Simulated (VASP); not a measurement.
Write the native input for VASP 6.6.1 that does the following.

| Item | Value |
| --- | --- |
| Task | single point |
| Functional | LDA |
| Potentials or basis | VASP PAW LDA potentials, release 64 (Zn) |
| Cutoff | 520 eV |
| k mesh | 22 × 22 × 22 |
| Occupations | gaussian, width 0.15 eV |
| Spin | no spin polarisation |
| Dipole correction | no |
| Further INCAR settings | ALGO = Fast; EDIFF = 1e-06; NBANDS = 12 |

The structure of Zn lies in POSCAR:

```
Zn
1.0
   -0.9000362587      1.5694248499      1.5694248499
    1.5694248499     -0.9000362587      1.5694248499
    1.5694248499      1.5694248499     -0.9000362587
Zn
1
Direct
    0.0000000000      0.0000000000      0.0000000000
```

The input as run:

INCAR

```
SYSTEM = Zn
PREC = Accurate
ENCUT = 520
EDIFF = 1E-6
ISMEAR = 0
SIGMA = 0.15
LREAL = .FALSE.
LASPH = .TRUE.
NELM = 80
ALGO = Fast
ISIF = 2
LWAVE = .FALSE.
LCHARG = .TRUE.
GGA = CA
LELF = .TRUE.
LVHAR = .TRUE.
NBANDS = 12
```

KPOINTS

```
regular mesh
0
G
  22 22 22
  0 0 0
```

Potentials or basis: VASP PAW LDA potentials, release 64 (Zn).

Run with:

```bash
$ cat potpaw_LDA.64/Zn/POTCAR > POTCAR
$ mpirun -np 1 vasp_std > vasp.out
```

It gave:

```json
{"Pressure": "17.4 GPa", "Band gap on the k mesh": "zero (band 6 reaches 9.38 eV, above the bottom of band 7 at 0.86 eV)"}
```

Wall time 87 s on 1 thread of Intel(R) Xeon(R) Platinum 8488C (Sapphire Rapids) (shared host), peak memory 0.25 GiB.
